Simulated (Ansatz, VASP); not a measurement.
One calculation of Ti, two programs

The input INCAR:

```
SYSTEM = Ti
  ALGO = Normal
  EDIFF = 1E-6
  ENCUT = 500
  GGA = PE
  GGA_COMPAT = .False.
  ISIF = 2
  ISMEAR = 0
  LASPH = .True.
  LCHARG = .False.
  LREAL = .False.
  LWAVE = .False.
  NBANDS = 12
  NELM = 120
  PREC = Accurate
  SIGMA = 0.15
```

KPOINTS

```
k-points
0
Gamma
  14 14 14
  0 0 0
```

POSCAR

```
Ti
1.0
   -1.5097200000      1.5097200000      1.5753600000
    1.5097200000     -1.5097200000      1.5753600000
    1.5097200000      1.5097200000     -1.5753600000
Ti
1
Direct
    0.0000000000      0.0000000000      0.0000000000
```

Input for Ansatz:

```yaml
crystal:
  lattice:
    - [-1.50972, 1.50972, 1.57536]
    - [1.50972, -1.50972, 1.57536]
    - [1.50972, 1.50972, -1.57536]
  atoms:
    - { symbol: Ti, position: [0.0, 0.0, 0.0] }
basis:
  ecutwfc: 420
kpoints:
  mp_grid: { grid: [14, 14, 14] }
hamiltonian:
  xc: pbe
scf:
  occupations: { method: gaussian, width: 0.15 }
output:
  forces: true
  stress: true
  eigenvalues: true
```

Change from the starting cell: strain -0.080 along x and y, -0.040 along z, atoms carried along.

Alike in both runs: task single point; functional PBE; k mesh 14 × 14 × 14; occupations gaussian, width 0.15 eV; no spin polarisation.

```csv
,VASP,Ansatz
version,VASP 6.6.1,Ansatz 0.2.0
potentials or method,"VASP PAW PBE potentials, release 64 (Ti_sv), cutoff 500 eV","scalar-relativistic, plane waves, PAW"
valence electrons in the cell,12,12
```

Ansatz gave:

```
gap on the k mesh at the Fermi level (eV) : none
pressure (GPa)                            : 26.3
```

Q: Estimate VASP's values.

A: gap on the k mesh at the Fermi level (eV): none; pressure (GPa): 25.7.

A gap of «none» marks a metal or a gap that the smearing closes.
